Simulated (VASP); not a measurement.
A run of VASP 6.6.1:

The input POSCAR:

```
Sb
1.0
    3.1600000000      0.0000000000      0.0000000000
    0.0000000000      3.1600000000      0.0000000000
    0.0000000000      0.0000000000      3.3180000000
Sb
1
Direct
    0.0000000000      0.0000000000      0.0000000000
```

Contents of INCAR.step1:

```
  PREC = Accurate
  ENCUT = 520
  ISMEAR = 0
  SIGMA = 0.15
  LREAL = False
  LASPH = True
  NELM = 80
  NBANDS = 8
  GGA = PE
  ALGO = Normal
  EDIFF = 1E-4
  LWAVE = True
  LCHARG = False
```

INCAR.step2

```
  PREC = Accurate
  ENCUT = 520
  EDIFF = 1E-7
  ISMEAR = 0
  SIGMA = 0.15
  LREAL = False
  LASPH = True
  NELM = 80
  ALGO = Normal
  ISIF = 2
  LWAVE = False
  LCHARG = False
  METAGGA = R2SCAN
  LMIXTAU = True
  NBANDS = 8
  ISTART = 1
```

The input KPOINTS:

```
Automatic mesh
0
Gamma
  16 16 16
```

Potentials or basis: VASP PAW PBE potentials, release 64 (Sb).

The run is started by

```bash
$ cat potpaw_PBE.64/Sb/POTCAR > POTCAR
$ cp INCAR.step1 INCAR
$ mpirun -np 1 vasp_std > vasp.out
$ cp INCAR.step2 INCAR
$ mpirun -np 1 vasp_std > vasp.out
```

Hardware: 1 thread of Intel(R) Xeon(R) Platinum 8488C (Sapphire Rapids), on a shared host.

**Question.** How long does it take, and how much memory?

**Answer.** Wall time 2.2 min on 1 thread of Intel(R) Xeon(R) Platinum 8488C (Sapphire Rapids) (shared host), peak memory 0.23 GiB. Counts: k points 405.
